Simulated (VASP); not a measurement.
# Mg (C2/m) in VASP: further runs

Mg is run at these levels: PBE; tasks: single point.

Program: VASP 6.6.1. These are calculated values, not measurements. Logs are shortened: lines on timing, memory, paths and dates and some standing lists are left out, and cuts for length are marked.

### Step 1. The cell of the first run

Symmetry: C2/m, No. 12, monoclinic system. Conventional cell: a = 4.985 Å, b = 3.671 Å, c = 3.410 Å, α = 90.00°, β = 132.58°, γ = 90.00°. Within 4.1 Å of Mg (site symmetry 2/m) lie 14 Mg at 3.10 to 3.67 Å.

### Step 2. Single point, PBE (shear of c along a, cell held: +1.0 %)

File INCAR:

```
ALGO = Normal
EDIFF = 1E-6
ENCUT = 520
GGA = PE
ISIF = 2
ISMEAR = 0
LASPH = True
LCHARG = True
LELF = True
LREAL = False
LVHAR = True
LWAVE = False
NBANDS = 9
NELM = 100
PREC = Accurate
SIGMA = 0.1
```

File KPOINTS:

```
k-points
0
Gamma
  12 12 12
```

File POSCAR:

```
Mg
1.0
    3.6711586697      0.0000000000      0.0000000000
    0.0000000000      3.6711586697      0.0000000000
    0.0340982856      0.0000000000      3.4098285591
Mg
2
Direct
    0.0000000000      0.0000000000      0.0000000000
    0.5000000000      0.5000000000      0.5000000000
```

Potentials or basis: VASP PAW PBE potentials, release 64 (Mg).

Run with:

```
> cat potpaw_PBE.64/Mg/POTCAR > POTCAR
> mpirun -np 1 vasp_std > vasp.out
```

OUTCAR:

```text
EDIFF = 1E-6
   ENCUT = 520
   GGA = PE
   ISIF = 2
   ISMEAR = 0
   LASPH = True
   LREAL = False
   NELM = 100
   PREC = Accurate

 ion  position               nearest neighbor table
   1  0.000  0.000  0.000-   2 3.10   2 3.10   2 3.10   2 3.10   2 3.12   2 3.12   2 3.12   2 3.12

   2  0.500  0.500  0.500-   1 3.10   1 3.10   1 3.10   1 3.10   1 3.12   1 3.12   1 3.12   1 3.12

  LATTYP: Found a simple monoclinic cell.
 ALAT       =     3.4099990463
 B/A-ratio  =     1.0765864213
 C/A-ratio  =     1.0765864213
 COS(beta)  =    -0.0099995000

  Lattice vectors:

 A1 = (   0.0340982856,   0.0000000000,   3.4098285591)
 A2 = (   0.0000000000,   3.6711586697,   0.0000000000)
 A3 = (  -3.6711586697,   0.0000000000,   0.0000000000)

Analysis of symmetry for initial positions (statically):
=====================================================================
 Subroutine PRICEL returns following result:

  LATTYP: Found a base centered monoclinic cell.
 ALAT       =     4.9854928583
 B/A-ratio  =     0.7363682537
 C/A-ratio  =     0.6839843408
 COS(beta)  =    -0.6766210264

  Lattice vectors:

 A1 = (   1.8185301921,  -1.8355793348,  -1.7049142796)
 A2 = (   1.8185301921,   1.8355793349,  -1.7049142796)
 A3 = (   0.0340982856,   0.0000000000,   3.4098285591)

   2 primitive cells build up your supercell.

 Routine SETGRP: Setting up the symmetry group for a
 simple monoclinic supercell.

 Subroutine GETGRP returns: Found  4 space group operations
 (whereof  4 operations were pure point group operations)
 out of a pool of  4 trial point group operations.

The static configuration has the point symmetry C_2h.

Analysis of symmetry for dynamics (positions and initial velocities):
=====================================================================
 Subroutine PRICEL returns following result:

  LATTYP: Found a base centered monoclinic cell.
 ALAT       =     4.9854928583
 B/A-ratio  =     0.7363682537
 C/A-ratio  =     0.6839843408
 COS(beta)  =    -0.6766210264

  Lattice vectors:

 A1 = (   1.8185301921,  -1.8355793348,  -1.7049142796)
 A2 = (   1.8185301921,   1.8355793349,  -1.7049142796)
 A3 = (   0.0340982856,   0.0000000000,   3.4098285591)

   2 primitive cells build up your supercell.

 Routine SETGRP: Setting up the symmetry group for a
 simple monoclinic supercell.

 Subroutine GETGRP returns: Found  4 space group operations
 (whereof  4 operations were pure point group operations)
 out of a pool of  4 trial point group operations.

The dynamic configuration has the point symmetry C_2h.

 Subroutine INISYM returns: Found  4 space group operations
 (whereof  4 operations are pure point group operations),
 and found     2 'primitive' translations

----------------------------------------------------------------------------------------

                                     Primitive cell

  volume of cell :      22.9778

  direct lattice vectors                    reciprocal lattice vectors
     1.818530192 -1.835579335 -1.704914280     0.272393566 -0.272393566 -0.002723936
     1.818530192  1.835579335 -1.704914280     0.272393566  0.272393566 -0.002723936
     0.034098286  0.000000000  3.409828559     0.272393566  0.000000000  0.290545941

  length of vectors
     3.095664106  3.095664106  3.409999046     0.385232305  0.385232305  0.398265236

  position of ions in fractional coordinates (direct lattice)
     0.000000000  0.000000000  0.000000000

  ion indices of the primitive-cell ions
   primitive index   ion index
                 1           1

----------------------------------------------------------------------------------------

 KPOINTS: k-points

Automatic generation of k-mesh.
 Grid dimensions read from file:
 generate k-points for:   12   12   12

 Generating k-lattice:

  Cartesian coordinates                     Fractional coordinates (reciprocal lattice)
     0.022699464  0.000000000 -0.000226995     0.083333333  0.000000000 -0.000000000
     0.000000000  0.022699464  0.000000000     0.000000000  0.083333333  0.000000000
     0.000000000  0.000000000  0.024439156     0.000000000  0.000000000  0.083333333

  Length of vectors
     0.022700599  0.022699464  0.024439156

  Shift w.r.t. Gamma in fractional coordinates (k-lattice)
     0.000000000  0.000000000  0.000000000

 Subroutine IBZKPT returns following result:
 ===========================================

 Found    518 irreducible k-points:

 Following reciprocal coordinates:
            Coordinates               Weight
  0.000000  0.000000  0.000000      1.000000
  0.083333  0.000000 -0.000000      2.000000
  0.166667  0.000000  0.000000      2.000000
  0.250000  0.000000 -0.000000      2.000000
  0.333333  0.000000 -0.000000      2.000000
  0.416667  0.000000 -0.000000      2.000000
[... 16 lines left out ...]
  0.083333  0.250000 -0.000000      4.000000
  0.166667  0.250000  0.000000      4.000000
 [... further k-points ...]
   k-points           NKPTS =    518   k-points in BZ     NKDIM =    518   number of bands    NBANDS=      9
   number of dos      NEDOS =    301   number of ions     NIONS =      2
   total plane-waves  NPLWV =  21952
   dimension x,y,z NGX =    28 NGY =   28 NGZ =   28
   dimension x,y,z NGXF=    56 NGYF=   56 NGZF=   56
   ions per type =               2
   NGX,Y,Z   is equivalent  to a cutoff of  12.68, 12.68, 13.65 a.u.
   NGXF,Y,Z  is equivalent  to a cutoff of  25.36, 25.36, 27.30 a.u.
 SYSTEM =  unknown system
   PREC   = accura    normal or accurate (medium, high low for compatibility)
   ISTART =      0    job   : 0-new  1-cont  2-samecut
   ICHARG =      2    charge: 1-file 2-atom 10-const
   ISPIN  =      1    spin polarized calculation?
   LNONCOLLINEAR =      F non collinear calculations
   LSORBIT =      F    spin-orbit coupling
   LASPH  =      T    aspherical Exc in radial PAW
   ENCUT  =  520.0 eV  38.22 Ry    6.18 a.u.   6.83  6.83  6.34*2*pi/ulx,y,z
   NELM   =    100;   NELMIN=  2; NELMDL= -5     # of ELM steps
   EDIFF  = 0.1E-05   stopping-criterion for ELM
   LREAL  =      F    real-space projection
   EDIFFG = 0.1E-04   stopping-criterion for IOM
   NSW    =      0    number of steps for IOM
   IBRION =     -1    ionic relax: 0-MD 1-quasi-New 2-CG
   NFREE  =      0    steps in history (QN), initial steepest desc. (CG)
   ISIF   =      2    stress and relaxation
   ISYM   =      2    0-nonsym 1-usesym 2-fastsym
   POTIM  = 0.5000    time-step for ionic-motion
   TEBEG  =    0.0;   TEEND  =   0.0 temperature during run
   PSTRESS=    0.0 pullay stress
   NELECT =       4.0000    total number of electrons
   NUPDOWN=      -1.0000    fix difference up-down
   EMIN   =  10.00;   EMAX   =-10.00  energy-range for DOS
   EFERMI =   0.00;   METHOD = LEGACY
   ISMEAR =     0;   SIGMA  =   0.10  broadening in eV -4-tet -1-fermi 0-gaus
   EFERMI_NEDOS =   21; number of points for ismear=-14 and -15
   IALGO  =     38    algorithm
   IMIX   =      4    mixing-type and parameters
     AMIX     =   0.40;   BMIX     =  1.00
     AMIX_MAG =   1.60;   BMIX_MAG =  1.00
  volume/ion in A,a.u.               =      22.98       155.06
  Fermi-wavevector in a.u.,A,eV,Ry     =   0.725519  1.371031  7.161797  0.526377
  Thomas-Fermi vector in A             =   1.816261
   LORBIT       =      0    0 simple, 1 ext, 2 COOP (PROOUT), +10 PAW based schemes
   GGA     = PE    functional components
   LHFCALC =     F    Hartree Fock is set to
   AEXX    =    0.0000 exact exchange contribution
   IVDW    =     0    specifies the selected vdW correction
   LEPSILON=     F    determine dielectric tensor
   LRPA    =     F    only Hartree local field effects (RPA)
 non-spin polarized calculation
 Gauss-broadening in eV      SIGMA  =   0.10
  energy-cutoff  :      520.00
  volume of cell :       45.96
 maximum number of plane-waves:      1256
   NGX = 13   NGY = 13   NGZ = 13

 number of electron       4.0000000 magnetization

 Free energy of the ion-electron system (eV)
  ---------------------------------------------------
  ext. energy  EPLUGINS =         0.00000000
  ---------------------------------------------------
  free energy    TOTEN  =        -2.95925642 eV

  energy without entropy =       -2.95570424  energy(sigma->0) =       -2.95748033

 E-fermi :   2.6810     XC(G=0):  -8.4913

 val. band max:        2.6794568689   @ k =  -0.3333   0.0833   0.3333
 cond. band min:       2.6821203643   @ k =   0.0833   0.4167   0.5000
 fundamental gap:      0.0026634953
 Fermi energy:         2.6810374171

 k-point     1 :       0.0000    0.0000    0.0000
  band No.  band energies     occupation
      1      -4.2961      2.00000
      2       5.9423      0.00000
      3       5.9430      0.00000
      4       6.3024      0.00000
      5       6.8049      0.00000
      6       7.7033      0.00000
      7      10.3868      0.00000
      8      14.7084      0.00000
      9      16.2138      0.00000

 k-point     2 :       0.0833    0.0000   -0.0000
  band No.  band energies     occupation
      1      -4.2184      2.00000
      2       4.6340      0.00000
      3       6.0093      0.00000
      4       6.6731      0.00000
      5       7.7506      0.00000
      6       7.8098      0.00000
      7      10.6183      0.00000
      8      13.9278      0.00000
      9      15.4617      0.00000

 k-point     3 :       0.1667    0.0000    0.0000
  band No.  band energies     occupation
      1      -3.9854      2.00000
      2       3.1727      0.00000
      3       6.2103      0.00000
      4       6.9165      0.00000
      5       7.9651      0.00000
      6       9.0154      0.00000
      7      11.4489      0.00000
      8      12.6483      0.00000
      9      14.1012      0.00000

 k-point     4 :       0.2500    0.0000   -0.0000
  band No.  band energies     occupation
      1      -3.5983      2.00000
      2       1.8069      2.00000
      3       6.5458      0.00000
      4       7.3030      0.00000
      5       8.2953      0.00000
      6       9.8678      0.00000
      7      11.3979      0.00000
      8      12.7345      0.00000
      9      12.9553      0.00000
[... 205 lines left out ...]
 k-point    22 :       0.0000    0.2500    0.0000
  band No.  band energies     occupation
      1      -3.5984      2.00000
      2       1.8063      2.00000
      3       6.5464      0.00000
      4       7.3045      0.00000
      5       8.2971      0.00000
      6       9.8653      0.00000
      7      11.3978      0.00000
      8      12.7507      0.00000
      9      12.9632      0.00000

 k-point    23 :       0.0833    0.2500   -0.0000
  band No.  band energies     occupation
      1      -3.5211      2.00000
      2       1.8770      2.00000
      3       5.3329      0.00000
      4       8.3530      0.00000
      5       8.4441      0.00000
      6      10.1345      0.00000
      7      10.3850      0.00000
      8      13.0408      0.00000
      9      13.1298      0.00000

 k-point    24 :       0.1667    0.2500    0.0000
  band No.  band energies     occupation
      1      -3.2898      2.00000
      2       2.0822      2.00000
      3       3.8890      0.00000
      4       8.5584      0.00000
      5       8.9910      0.00000
      6       9.3642      0.00000
      7      11.1842      0.00000
      8      13.3255      0.00000
      9      13.3264      0.00000

 [... further k-points ...]
[... 5 lines left out ...]
  --------------------------------------------------------------------------------------
  -------------------------------------------------------------------------------------
  Total        0.0292053      0.0181992     -0.2096818      0.0000000      0.0000000     -0.0712505
  in kB        1.0182012      0.6344904     -7.3102530      0.0000000      0.0000000     -2.4840463
  external PRESSURE =      -1.8858538 kB  Pullay stress =       0.0000000 kB

 VOLUME and BASIS-vectors are now :
 -----------------------------------------------------------------------------
  energy-cutoff  :      520.00
  volume of cell :       45.96
      direct lattice vectors                 reciprocal lattice vectors
     3.671158670  0.000000000  0.000000000     0.272393566  0.000000000 -0.002723936
     0.000000000  3.671158670  0.000000000     0.000000000  0.272393566  0.000000000
     0.034098286  0.000000000  3.409828559     0.000000000  0.000000000  0.293269876

 POSITION                                       TOTAL-FORCE (eV/Angst)
 -----------------------------------------------------------------------------------
      0.00000      0.00000      0.00000         0.000000     -0.000000      0.000000
      1.85263      1.83558      1.70491        -0.000000      0.000000     -0.000000
 -----------------------------------------------------------------------------------
    total drift:                               -0.000000     -0.000000     -0.000000

  FREE ENERGIE OF THE ION-ELECTRON SYSTEM (eV)
  ---------------------------------------------------
  free  energy   TOTEN  =        -2.9592564163 eV

  energy  without entropy=       -2.9557042421  energy(sigma->0) =       -2.95748033
```

It took 1.7 min on 1 thread of AMD EPYC 7R43 (Zen 3), shared host; peak memory 0.28 GiB.

What came out:

```
Free energy            : -2.9593 eV
Pressure               : -0.2 GPa
Band gap on the k mesh : zero (band 2 reaches 5.94 eV, above the bottom of band 3 at 1.39 eV)
```

Caveat: the cell differs from its parent crystal (shear of c along a, cell held: +1.0 %).

### Step 3. Single point, PBE (shear of c along a, cell held: +2.0 %)

File INCAR:

```
ALGO = Normal ; EDIFF = 1E-7
ENCUT = 520 ; GGA = PE
ISIF = 2 ; ISMEAR = 0
LASPH = True ; LCHARG = False
LREAL = False ; LWAVE = False
NBANDS = 9 ; NELM = 100
PREC = Accurate ; SIGMA = 0.1
```

KPOINTS is that of step 2.

POSCAR: that of step 2 with these lines changed.

```diff
@@ -4,3 +4,3 @@
     0.0000000000      3.6711586697      0.0000000000
-    0.0340982856      0.0000000000      3.4098285591
+    0.0681965712      0.0000000000      3.4098285591
 Mg
```

Potentials or basis: VASP PAW PBE potentials, release 64 (Mg).

Run with:

```
> cat potpaw_PBE.64/Mg/POTCAR > POTCAR
> mpirun -np 1 vasp_std > vasp.out
```

Wall time 1.7 min (1 thread of AMD EPYC 7R43 (Zen 3), shared host); peak memory 0.28 GiB.

It converged, with:

```
Free energy            : -2.9581 eV
Pressure               : -0.2 GPa
Band gap on the k mesh : zero (band 2 reaches 5.94 eV, above the bottom of band 3 at 1.39 eV)
```

Stress tensor (GPa, compression positive):
```
 0.15  0.00 -0.53
 0.00  0.01  0.00
-0.53  0.00 -0.67
```

Levels at points of the mesh, in eV from the Fermi level:
```tsv
k point	band 1	band 2	band 3	band 4	band 5	band 6
(0.00, 0.00, 0.00)	-6.97	3.27	3.27	3.63	4.13	5.03
(0.50, 0.00, 0.00)	-4.21	-4.21	5.69	5.69	6.68	6.68
(0.00, 0.50, 0.00)	-4.21	-4.21	5.69	5.69	6.70	6.70
(0.50, 0.50, 0.00)	-1.72	-1.72	-1.29	-1.29	9.50	9.50
(0.00, 0.00, 0.50)	-3.78	-3.78	6.05	6.05	6.08	6.08
(0.50, 0.00, 0.50)	-1.48	-1.30	-0.89	-0.61	8.14	8.26
(0.00, 0.50, 0.50)	-1.39	-1.39	-0.75	-0.75	8.19	8.19
(0.50, 0.50, 0.50)	1.04	1.04	1.24	1.24	1.29	1.29
```

Caveat: the cell differs from its parent crystal (shear of c along a, cell held: +2.0 %).

### Step 4. Single point, PBE (shear of c along a, cell held: +3.0 %)

File INCAR:

```
SYSTEM = Mg
  PREC = Accurate
  ENCUT = 520
  EDIFF = 1E-6
  ISMEAR = 0
  SIGMA = 0.1
  LREAL = .FALSE.
  LASPH = .TRUE.
  NELM = 60
  ALGO = Fast
  ISIF = 2
  LWAVE = .FALSE.
  LCHARG = .TRUE.
  GGA = PE
  LELF = .TRUE.
  LVHAR = .TRUE.
  NBANDS = 9
```

File KPOINTS:

```
Automatic mesh
0
G
  12 12 12
  0 0 0
```

POSCAR: that of step 3 with these lines changed.

```diff
@@ -4,3 +4,3 @@
     0.0000000000      3.6711586697      0.0000000000
-    0.0681965712      0.0000000000      3.4098285591
+    0.1022948568      0.0000000000      3.4098285591
 Mg
```

Run with:

```
> cat potpaw_PBE.64/Mg/POTCAR > POTCAR
> mpirun -np 1 vasp_std > vasp.out
```

It took 1.7 min on 1 thread of Intel Xeon 6975P-C (Granite Rapids), shared host; peak memory 0.31 GiB.

Results (log left out):

```yaml
Free_energy: -2.9562 eV
Pressure: -0.1 GPa
Band_gap_on_the_k_mesh: zero (band 2 reaches 5.94 eV, above the bottom of band 3 at 1.39 eV)
```

Stress tensor (GPa, compression positive):
```
 0.20  0.00 -0.83
 0.00 -0.04  0.00
-0.83  0.00 -0.61
```

Levels at points of the mesh, in eV from the Fermi level:
| k point | band 1 | band 2 | band 3 | band 4 | band 5 | band 6 | band 7 |
| --- | --- | --- | --- | --- | --- | --- | --- |
| (0.00, 0.00, 0.00) | -6.96 | 3.27 | 3.28 | 3.64 | 4.14 | 5.04 | 7.72 |
| (0.50, 0.00, 0.00) | -4.20 | -4.20 | 5.70 | 5.70 | 6.67 | 6.67 | 7.41 |
| (0.00, 0.50, 0.00) | -4.20 | -4.20 | 5.70 | 5.70 | 6.71 | 6.71 | 7.42 |
| (0.50, 0.50, 0.00) | -1.71 | -1.71 | -1.28 | -1.28 | 9.48 | 9.48 | 10.06 |
| (0.00, 0.00, 0.50) | -3.77 | -3.77 | 6.01 | 6.01 | 6.09 | 6.09 | 6.91 |
| (0.50, 0.00, 0.50) | -1.52 | -1.25 | -0.96 | -0.53 | 8.12 | 8.29 | 8.70 |
| (0.00, 0.50, 0.50) | -1.39 | -1.39 | -0.74 | -0.74 | 8.18 | 8.18 | 8.80 |
| (0.50, 0.50, 0.50) | 1.01 | 1.01 | 1.23 | 1.23 | 1.32 | 1.32 | 3.05 |

Caveat: the cell differs from its parent crystal (shear of c along a, cell held: +3.0 %).

### Step 5. Single point, PBE (shear of c along a, cell held: +4.0 %)

File INCAR:

```
  PREC = Accurate
  ENCUT = 520
  EDIFF = 1E-7
  ISMEAR = 0
  SIGMA = 0.1
  LREAL = False
  LASPH = True
  NELM = 80
  ALGO = Fast
  ISIF = 2
  LWAVE = False
  LCHARG = False
  GGA = PE
  NBANDS = 9
```

File KPOINTS:

```
Automatic mesh
0
Gamma
  12 12 12
```

POSCAR: that of step 4 with these lines changed.

```diff
@@ -4,3 +4,3 @@
     0.0000000000      3.6711586697      0.0000000000
-    0.1022948568      0.0000000000      3.4098285591
+    0.1363931424      0.0000000000      3.4098285591
 Mg
```

Run with:

```
> cat potpaw_PBE.64/Mg/POTCAR > POTCAR
> mpirun -np 1 vasp_std > vasp.out
```

It took 2.2 min on 1 thread of Intel Xeon 6975P-C (Granite Rapids), shared host; peak memory 0.31 GiB.

It converged, with:

* Free energy: -2.9534 eV
* Pressure: -0.1 GPa
* Band gap on the k mesh: zero (band 2 reaches 5.94 eV, above the bottom of band 3 at 1.39 eV)

Stress tensor (GPa, compression positive):
```
 0.24  0.00 -1.14
 0.00 -0.03  0.00
-1.14  0.00 -0.56
```

Levels at points of the mesh, in eV from the Fermi level:
| k point | band 1 | band 2 | band 3 | band 4 | band 5 | band 6 |
| --- | --- | --- | --- | --- | --- | --- |
| (0.00, 0.00, 0.00) | -6.96 | 3.27 | 3.28 | 3.64 | 4.15 | 5.04 |
| (0.50, 0.00, 0.00) | -4.20 | -4.20 | 5.70 | 5.70 | 6.65 | 6.65 |
| (0.00, 0.50, 0.00) | -4.20 | -4.20 | 5.70 | 5.70 | 6.72 | 6.72 |
| (0.50, 0.50, 0.00) | -1.71 | -1.71 | -1.27 | -1.27 | 9.45 | 9.45 |
| (0.00, 0.00, 0.50) | -3.77 | -3.77 | 5.96 | 5.96 | 6.09 | 6.09 |
| (0.50, 0.00, 0.50) | -1.56 | -1.20 | -1.03 | -0.46 | 8.09 | 8.32 |
| (0.00, 0.50, 0.50) | -1.39 | -1.39 | -0.74 | -0.74 | 8.16 | 8.16 |
| (0.50, 0.50, 0.50) | 0.98 | 0.98 | 1.21 | 1.21 | 1.36 | 1.36 |

Caveat: the cell differs from its parent crystal (shear of c along a, cell held: +4.0 %).

(Continued in part 2 of 2.)
